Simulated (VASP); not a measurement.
# Be2Si (Fm-3m) in VASP: further runs

Be2Si is run at these levels: r2SCAN; tasks: single point.

All numbers are computed with VASP 6.6.1; they aren't measurements. Logs are shortened: lines on timing, memory, paths and dates and some standing lists are left out, and cuts for length are marked.

**1. The cell of the first run**

It takes space group Fm-3m (No. 225, cubic). The conventional cell has a = 5.283 Å, b = 5.283 Å, c = 5.283 Å, α = 90.00°, β = 90.00°, γ = 90.00°. Within 3.0 Å of Si (site symmetry m-3m) lie 8 Be at 2.29 Å. Be (site symmetry -43m) has 4 Si at 2.29 Å and 6 Be at 2.64 Å within 3.0 Å.

**2. Single point, r2SCAN**

File POSCAR:

```
Be2Si
1.0
    0.0000000000      2.6413830409      2.6413830409
    2.6413830409      0.0000000000      2.6413830409
    2.6413830409      2.6413830409      0.0000000000
Si Be
1 2
Direct
    0.0000000000      0.0000000000      0.0000000000
    0.2500000000      0.2500000000      0.2500000000
    0.7500000000      0.7500000000      0.7500000000
```

File INCAR.step1:

```
PREC = Accurate ; ENCUT = 520
ISMEAR = 1 ; SIGMA = 0.2
LREAL = False ; LASPH = True
NELM = 60 ; NBANDS = 11
GGA = PE ; ALGO = Normal
EDIFF = 1E-4 ; LWAVE = True
LCHARG = False
```

File INCAR.step2:

```
PREC = Accurate ; ENCUT = 520
EDIFF = 1E-7 ; ISMEAR = 1
SIGMA = 0.2 ; LREAL = False
LASPH = True ; NELM = 60
ALGO = Normal ; ISIF = 2
LWAVE = False ; LCHARG = False
METAGGA = R2SCAN ; LMIXTAU = True
NBANDS = 11 ; ISTART = 1
```

File KPOINTS:

```
Automatic mesh
0
Gamma
  6 6 6
```

Potentials or basis: VASP PAW PBE potentials, release 64 (Si, Be).

Launch:

```bash
cat potpaw_PBE.64/Si/POTCAR potpaw_PBE.64/Be/POTCAR > POTCAR
cp INCAR.step1 INCAR
mpirun -np 1 vasp_std > vasp.out
cp INCAR.step2 INCAR
mpirun -np 1 vasp_std > vasp.out
```

OUTCAR:

```text
PREC = Accurate
   ENCUT = 520
   EDIFF = 1E-7
   ISMEAR = 1
   LREAL = False
   LASPH = True
   NELM = 60
   ISIF = 2
   METAGGA = R2SCAN
   ISTART = 1

 ion  position               nearest neighbor table
   1  0.000  0.000  0.000-   3 2.29   3 2.29   3 2.29   2 2.29   3 2.29   2 2.29   2 2.29   2 2.29

   2  0.250  0.250  0.250-   1 2.29   1 2.29   1 2.29   1 2.29
   3  0.750  0.750  0.750-   1 2.29   1 2.29   1 2.29   1 2.29

  LATTYP: Found a face centered cubic cell.
 ALAT       =     5.2827660818

  Lattice vectors:

 A1 = (   0.0000000000,   2.6413830409,   2.6413830409)
 A2 = (   2.6413830409,   0.0000000000,   2.6413830409)
 A3 = (   2.6413830409,   2.6413830409,   0.0000000000)

Analysis of symmetry for initial positions (statically):
=====================================================================
 Subroutine PRICEL returns:
 Original cell was already a primitive cell.

 Routine SETGRP: Setting up the symmetry group for a
 face centered cubic supercell.

 Subroutine GETGRP returns: Found 48 space group operations
 (whereof 48 operations were pure point group operations)
 out of a pool of 48 trial point group operations.

The static configuration has the point symmetry O_h .

Analysis of symmetry for dynamics (positions and initial velocities):
=====================================================================
 Subroutine PRICEL returns:
 Original cell was already a primitive cell.

 Routine SETGRP: Setting up the symmetry group for a
 face centered cubic supercell.

 Subroutine GETGRP returns: Found 48 space group operations
 (whereof 48 operations were pure point group operations)
 out of a pool of 48 trial point group operations.

The dynamic configuration has the point symmetry O_h .

 Subroutine INISYM returns: Found 48 space group operations
 (whereof 48 operations are pure point group operations),
 and found     1 'primitive' translations

----------------------------------------------------------------------------------------

                                     Primitive cell

  volume of cell :      36.8574

  direct lattice vectors                    reciprocal lattice vectors
     0.000000000  2.641383041  2.641383041    -0.189294772  0.189294772  0.189294772
     2.641383041  0.000000000  2.641383041     0.189294772 -0.189294772  0.189294772
     2.641383041  2.641383041  0.000000000     0.189294772  0.189294772 -0.189294772

  length of vectors
     3.735479720  3.735479720  3.735479720     0.327868162  0.327868162  0.327868162

  position of ions in fractional coordinates (direct lattice)
     0.000000000  0.000000000  0.000000000
     0.250000000  0.250000000  0.250000000
     0.750000000  0.750000000  0.750000000

  ion indices of the primitive-cell ions
   primitive index   ion index
                 1           1
                 2           2
                 3           3

----------------------------------------------------------------------------------------

 KPOINTS: Automatic mesh

Automatic generation of k-mesh.
 Grid dimensions read from file:
 generate k-points for:    6    6    6

 Generating k-lattice:

  Cartesian coordinates                     Fractional coordinates (reciprocal lattice)
    -0.031549129  0.031549129  0.031549129     0.166666667  0.000000000  0.000000000
     0.031549129 -0.031549129  0.031549129     0.000000000  0.166666667  0.000000000
     0.031549129  0.031549129 -0.031549129     0.000000000  0.000000000  0.166666667

  Length of vectors
     0.054644694  0.054644694  0.054644694

  Shift w.r.t. Gamma in fractional coordinates (k-lattice)
     0.000000000  0.000000000  0.000000000

 Subroutine IBZKPT returns following result:
 ===========================================

 Found     16 irreducible k-points:

 Following reciprocal coordinates:
            Coordinates               Weight
  0.000000  0.000000  0.000000      1.000000
  0.166667  0.000000  0.000000      8.000000
  0.333333  0.000000  0.000000      8.000000
  0.500000  0.000000  0.000000      4.000000
  0.166667  0.166667  0.000000      6.000000
  0.333333  0.166667  0.000000     24.000000
[... 8 lines left out ...]
 -0.333333  0.333333  0.166667     24.000000
 -0.333333  0.500000  0.166667     12.000000
   k-points           NKPTS =     16   k-points in BZ     NKDIM =     16   number of bands    NBANDS=     11
   number of dos      NEDOS =    301   number of ions     NIONS =      3
   total plane-waves  NPLWV =  21952
   dimension x,y,z NGX =    28 NGY =   28 NGZ =   28
   dimension x,y,z NGXF=    56 NGYF=   56 NGZF=   56
   ions per type =               1   2
   NGX,Y,Z   is equivalent  to a cutoff of  12.46, 12.46, 12.46 a.u.
   NGXF,Y,Z  is equivalent  to a cutoff of  24.92, 24.92, 24.92 a.u.
 SYSTEM =  unknown system
   PREC   = accura    normal or accurate (medium, high low for compatibility)
   ISTART =      1    job   : 0-new  1-cont  2-samecut
   ICHARG =      0    charge: 1-file 2-atom 10-const
   ISPIN  =      1    spin polarized calculation?
   LNONCOLLINEAR =      F non collinear calculations
   LSORBIT =      F    spin-orbit coupling
   LASPH  =      T    aspherical Exc in radial PAW
   ENCUT  =  520.0 eV  38.22 Ry    6.18 a.u.   6.95  6.95  6.95*2*pi/ulx,y,z
   NELM   =     60;   NELMIN=  2; NELMDL=  0     # of ELM steps
   EDIFF  = 0.1E-06   stopping-criterion for ELM
   LREAL  =      F    real-space projection
   EDIFFG = 0.1E-05   stopping-criterion for IOM
   NSW    =      0    number of steps for IOM
   IBRION =     -1    ionic relax: 0-MD 1-quasi-New 2-CG
   NFREE  =      0    steps in history (QN), initial steepest desc. (CG)
   ISIF   =      2    stress and relaxation
   ISYM   =      2    0-nonsym 1-usesym 2-fastsym
   POTIM  = 0.5000    time-step for ionic-motion
   TEBEG  =    0.0;   TEEND  =   0.0 temperature during run
   PSTRESS=    0.0 pullay stress
   NELECT =       8.0000    total number of electrons
   NUPDOWN=      -1.0000    fix difference up-down
   EMIN   =  10.00;   EMAX   =-10.00  energy-range for DOS
   EFERMI =   0.00;   METHOD = LEGACY
   ISMEAR =     1;   SIGMA  =   0.20  broadening in eV -4-tet -1-fermi 0-gaus
   EFERMI_NEDOS =   21; number of points for ismear=-14 and -15
   IALGO  =     38    algorithm
   IMIX   =      4    mixing-type and parameters
     AMIX     =   0.40;   BMIX     =  1.00
     AMIX_MAG =   1.60;   BMIX_MAG =  1.00
  volume/ion in A,a.u.               =      12.29        82.91
  Fermi-wavevector in a.u.,A,eV,Ry     =   0.983853  1.859212 13.169980  0.967966
  Thomas-Fermi vector in A             =   2.115042
   LORBIT       =      0    0 simple, 1 ext, 2 COOP (PROOUT), +10 PAW based schemes
   METAGGA = R2SCAN    functional components
   LHFCALC =     F    Hartree Fock is set to
   AEXX    =    0.0000 exact exchange contribution
   IVDW    =     0    specifies the selected vdW correction
   LEPSILON=     F    determine dielectric tensor
   LRPA    =     F    only Hartree local field effects (RPA)
 non-spin polarized calculation
 Methfessel and Paxton  Order N= 1 SIGMA  =   0.20
  energy-cutoff  :      520.00
  volume of cell :       36.86
 maximum number of plane-waves:      1018
   NGX = 13   NGY = 13   NGZ = 13

 number of electron       8.0000000 magnetization

 Free energy of the ion-electron system (eV)
  ---------------------------------------------------
  ext. energy  EPLUGINS =         0.00000000
  ---------------------------------------------------
  free energy    TOTEN  =       -16.68508722 eV

  energy without entropy =      -16.68613524  energy(sigma->0) =      -16.68543656

 E-fermi :   6.5471     XC(G=0): -10.4622

 val. band max:        6.5089819402   @ k =   0.5000   0.5000   0.0000
 cond. band min:       6.6637075770   @ k =   0.3333   0.3333   0.0000
 fundamental gap:      0.1547256367
 Fermi energy:         6.5470691016

 k-point     1 :       0.0000    0.0000    0.0000
  band No.  band energies     occupation
      1      -6.0319      2.00000
      2       7.2304     -0.00002
      3       7.2304     -0.00002
      4       7.2304     -0.00002
      5       7.5568     -0.00000
      6       7.5568     -0.00000
      7       7.5568     -0.00000
      8      13.5478      0.00000
      9      14.7971      0.00000
     10      14.9037      0.00000
     11      14.9037      0.00000

 k-point     2 :       0.1667    0.0000    0.0000
  band No.  band energies     occupation
      1      -5.6487      2.00000
      2       4.0178      2.00000
      3       6.1442      2.01527
      4       6.1442      2.01527
      5       8.6903     -0.00000
      6       8.6903     -0.00000
      7       9.2480     -0.00000
      8      13.1702      0.00000
      9      13.1702      0.00000
     10      13.9215      0.00000
     11      15.1790      0.00000

 k-point     3 :       0.3333    0.0000    0.0000
  band No.  band energies     occupation
      1      -4.5515      2.00000
      2       0.7862      2.00000
      3       5.4663      2.00000
      4       5.4663      2.00000
      5       8.5284     -0.00000
      6       8.5284     -0.00000
      7       9.5472     -0.00000
      8      13.7785      0.00000
      9      14.4907      0.00000
     10      14.4907      0.00000
     11      16.6969      0.00000
[... 155 lines left out ...]
 k-point    15 :      -0.3333    0.3333    0.1667
  band No.  band energies     occupation
      1      -2.6185      2.00000
      2      -0.1005      2.00000
      3       1.7731      2.00000
      4       2.7108      2.00000
      5       9.4541     -0.00000
      6       9.6359     -0.00000
      7      12.9561      0.00000
      8      13.2945      0.00000
      9      14.0295      0.00000
     10      16.9500      0.00000
     11      18.9884      0.00000

 k-point    16 :      -0.3333    0.5000    0.1667
  band No.  band energies     occupation
      1      -2.2288      2.00000
      2       0.2915      2.00000
      3       1.5151      2.00000
      4       1.6772      2.00000
      5       8.5152     -0.00000
      6       9.6674     -0.00000
      7      12.3113      0.00000
      8      14.4559      0.00000
      9      15.4105      0.00000
     10      18.0149      0.00000
     11      19.8147      0.00000

------------------------ aborting loop because EDIFF is reached ----------------------------------------

  FORCE on cell =-STRESS in cart. coord.  units (eV):
  Direction    XX          YY          ZZ          XY          YZ          ZX
  --------------------------------------------------------------------------------------
  -------------------------------------------------------------------------------------
  Total        0.0195395      0.0195395      0.0195395      0.0000000      0.0000000      0.0000000
  in kB        0.8493774      0.8493774      0.8493774      0.0000000      0.0000000      0.0000000
  external PRESSURE =       0.8493774 kB  Pullay stress =       0.0000000 kB

 VOLUME and BASIS-vectors are now :
 -----------------------------------------------------------------------------
  energy-cutoff  :      520.00
  volume of cell :       36.86
      direct lattice vectors                 reciprocal lattice vectors
     0.000000000  2.641383041  2.641383041    -0.189294772  0.189294772  0.189294772
     2.641383041  0.000000000  2.641383041     0.189294772 -0.189294772  0.189294772
     2.641383041  2.641383041  0.000000000     0.189294772  0.189294772 -0.189294772

 POSITION                                       TOTAL-FORCE (eV/Angst)
 -----------------------------------------------------------------------------------
      0.00000      0.00000      0.00000         0.000000      0.000000      0.000000
      1.32069      1.32069      1.32069         0.000000      0.000000      0.000000
      3.96207      3.96207      3.96207        -0.000000     -0.000000     -0.000000
 -----------------------------------------------------------------------------------
    total drift:                               -0.000000     -0.000000     -0.000000

  FREE ENERGIE OF THE ION-ELECTRON SYSTEM (eV)
  ---------------------------------------------------
  free  energy   TOTEN  =       -16.6850872200 eV

  energy  without entropy=      -16.6861352374  energy(sigma->0) =      -16.68543656
```

Wall time 70 s (1 thread of AMD EPYC 7R13, shared host); peak memory 0.12 GiB.

What came out:

```
Free energy            : -16.6851 eV
Pressure               : 0.1 GPa
Band gap on the k mesh : zero (bands 4 and 5 overlap by 0.72 eV)
```

Levels at points of the mesh, in eV from the Fermi level:
```csv
k point,band 2,band 3,band 4,band 5,band 6,band 7
"(0.00, 0.00, 0.00)",0.68,0.68,0.68,1.01,1.01,1.01
"(0.50, 0.00, 0.00)",-7.61,-1.27,-1.27,1.58,1.58,3.00
"(0.50, 0.50, 0.00)",-6.70,-3.94,-3.94,-0.04,0.73,8.61
```

Caveat: the PAW data sets were made with another functional, which shifts forces and pressure a little.

**3. Single point, r2SCAN**

POSCAR is that of step 2.

File INCAR.step1:

```
  PREC = Accurate
  ENCUT = 520
  ISMEAR = -1
  SIGMA = 0.02
  LREAL = F
  LASPH = T
  NELM = 60
  NBANDS = 11
  GGA = PE
  ALGO = Normal
  EDIFF = 1E-4
  LWAVE = T
  LCHARG = F
```

File INCAR.step2:

```
  PREC = Accurate
  ENCUT = 520
  EDIFF = 1E-6
  ISMEAR = -1
  SIGMA = 0.02
  LREAL = F
  LASPH = T
  NELM = 60
  ALGO = Normal
  ISIF = 2
  LWAVE = F
  LCHARG = T
  METAGGA = R2SCAN
  LMIXTAU = T
  LELF = T
  LVHAR = T
  NBANDS = 11
  ISTART = 1
```

KPOINTS is that of step 2.

Potentials or basis: VASP PAW PBE potentials, release 64 (Si, Be).

Launch:

```bash
cat potpaw_PBE.64/Si/POTCAR potpaw_PBE.64/Be/POTCAR > POTCAR
cp INCAR.step1 INCAR
mpirun -np 1 vasp_std > vasp.out
cp INCAR.step2 INCAR
mpirun -np 1 vasp_std > vasp.out
```

Wall time 47 s (1 thread of AMD EPYC 7R13, shared host); peak memory 0.12 GiB.

It converged, with:

```
Free energy            : -16.6855 eV
Pressure               : 0.1 GPa
Band gap on the k mesh : zero (bands 4 and 5 overlap by 0.72 eV)
```

Levels at points of the mesh, in eV from the Fermi level:
```
           k point  band 1  band 2  band 3  band 4  band 5  band 6  band 7  band 8  band 9
(0.00, 0.00, 0.00)  -12.61    0.65    0.65    0.65    0.98    0.98    0.98    6.97    8.22
(0.50, 0.00, 0.00)  -10.02   -7.65   -1.30   -1.30    1.55    1.55    2.97    7.07   11.29
(0.50, 0.50, 0.00)   -9.00   -6.73   -3.97   -3.97   -0.07    0.69    8.58    8.58   12.15
```

Caveat: the PAW data sets were made with another functional, which shifts forces and pressure a little.
